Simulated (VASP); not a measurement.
Here is a VASP 6.6.1 calculation.

File POSCAR:

```
H
1.0
   -1.1451057205      1.1451057205      1.6067191302
    1.1451057205     -1.1451057205      1.6067191302
    1.1451057205      1.1451057205     -1.6067191302
H
2
Direct
    0.8889876399      0.8889876399      0.0000000000
    0.1110123601      0.1110123601      0.0000000000
```

INCAR.step1

```
  ALGO = Normal
  EDIFF = 1E-4
  ENCUT = 600
  GGA = PE
  ISMEAR = 0
  LASPH = True
  LCHARG = False
  LREAL = False
  LWAVE = True
  NELM = 60
  PREC = Accurate
  SIGMA = 0.02
```

Contents of INCAR.step2:

```
  ALGO = Normal
  EDIFF = 1E-6
  EDIFFG = -0.008
  ENCUT = 600
  IBRION = 2
  ISIF = 3
  ISMEAR = 0
  ISTART = 1
  LASPH = True
  LCHARG = False
  LMIXTAU = True
  LREAL = False
  LWAVE = False
  METAGGA = R2SCAN
  NELM = 60
  NSW = 70
  PREC = Accurate
  PSTRESS = 300.0
  SIGMA = 0.02
```

The input KPOINTS:

```
k-points
0
Gamma
  14 14 14
```

Potentials or basis: VASP PAW PBE potentials, release 64 (H).

Command:

```bash
$ cat potpaw_PBE.64/H/POTCAR > POTCAR
$ cp INCAR.step1 INCAR
$ mpirun -np 1 vasp_std > vasp.out
$ cp INCAR.step2 INCAR
$ mpirun -np 1 vasp_std > vasp.out
```

Q: What does it give for the space group after relaxing (to 0.1 Å)?

A: I4/mmm (No. 139).

Q: Estimate the relaxed cell.

A: a = 2.179 Å, b = 2.179 Å, c = 2.179 Å, α = 120.00°, β = 120.00°, γ = 90.01°.

Q: Estimate the relaxed volume.

A: 3.66 Å³/atom.

Final structure:
```yaml
crystal:
  lattice:
    - [-1.08952, 1.08952, 1.54065]
    - [1.08952, -1.08952, 1.54065]
    - [1.08952, 1.08952, -1.54065]
  atoms:
    - { symbol: H, position: [0.88194, 0.88194, 0.00000] }
    - { symbol: H, position: [0.11806, 0.11806, 0.00000] }
```

Caveat: the cell is relaxed towards a set pressure, so the run minimises the enthalpy, not the energy; the PAW data sets were made with another functional, which shifts forces and pressure a little.
